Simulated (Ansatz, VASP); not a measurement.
Ga: VASP beside Ansatz

```
Ga
1.0
     1.38300   -4.02650    0.00000
     1.38300    4.02650    0.00000
    -0.11745    0.00000    3.32993
Ga
2
Direct
  0.86624 0.13376 0.25000
  0.13376 0.86624 0.75000
```

Alike in both runs: functional PBEsol; k mesh 16 × 16 × 12; occupations gaussian, width 0.1 eV; no spin polarisation.

Ansatz relaxed the structure, and its values are those at the end. VASP's run is a single point on that final structure, the one shown.

|  | VASP | Ansatz |
| --- | --- | --- |
| version | VASP 6.6.1 | Ansatz 0.2.0 |
| potentials or method | VASP PAW PBE potentials, release 64 (Ga_d), cutoff 520 eV | scalar-relativistic, plane waves, PAW |
| valence electrons in the cell | 26 | 26 |

|  | VASP | Ansatz | Ansatz less VASP |
| --- | --- | --- | --- |
| gap on the k mesh at the Fermi level (eV) | none | none | - |
| pressure (GPa) | -1.8 | -1.9 | -0.08 |

VASP's potentials were made for PBE, not for PBEsol. A gap of «none» marks a metal or a gap that the smearing closes. With one functional, cell and mesh, what is left measures potentials, basis and numerics. Ansatz's warnings: stress scf threshold loose.
